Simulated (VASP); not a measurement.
A run of VASP 6.6.1 is set up as follows.

Contents of INCAR:

```
PREC     = Accurate       # precision mode
ENCUT    = 520            # plane-wave cutoff, eV
EDIFF    = 1E-8           # SCF threshold, eV
ISMEAR   = -1             # smearing method
SIGMA    = 0.08           # smearing width, eV
LREAL    = F              # projectors in reciprocal space
LASPH    = T              # aspherical terms in the spheres
NELM     = 100            # most SCF steps
ALGO     = Normal         # electronic algorithm
ISIF     = 2              # what is computed and relaxed
LWAVE    = F              # write WAVECAR
LCHARG   = F              # write CHGCAR
GGA      = PS             # functional
LEFG     = T            
NBANDS   = 16             # bands
```

KPOINTS

```
Automatic mesh
0
Gamma
  12 12 12
```

Contents of POSCAR:

```
GaP
1.0
    0.0000000000      2.7786998443      2.7786998443
    2.7786998443      0.0000000000      2.7786998443
    2.7786998443      2.7786998443      0.0000000000
Ga P
1 1
Direct
    0.0000000000      0.0000000000      0.0000000000
    0.7500000000      0.7500000000      0.7500000000
```

Potentials or basis: VASP PAW PBE potentials, release 64 (Ga_d, P).

Launch:

```console
$ cat potpaw_PBE.64/Ga_d/POTCAR potpaw_PBE.64/P/POTCAR > POTCAR
$ mpirun -np 1 vasp_std > vasp.out
```

Problem. Estimate the band gap on the k mesh.

Solution. 1.28 eV, direct.

Problem. Predict the pressure.

Solution. -4.8 GPa.

Caveat: without QUAD_EFG the Cq values of the log hold for a quadrupole moment of 1 mb, not for the nuclei; the PAW data sets were made with another functional, which shifts forces and pressure a little. A k mesh can miss the band edges.
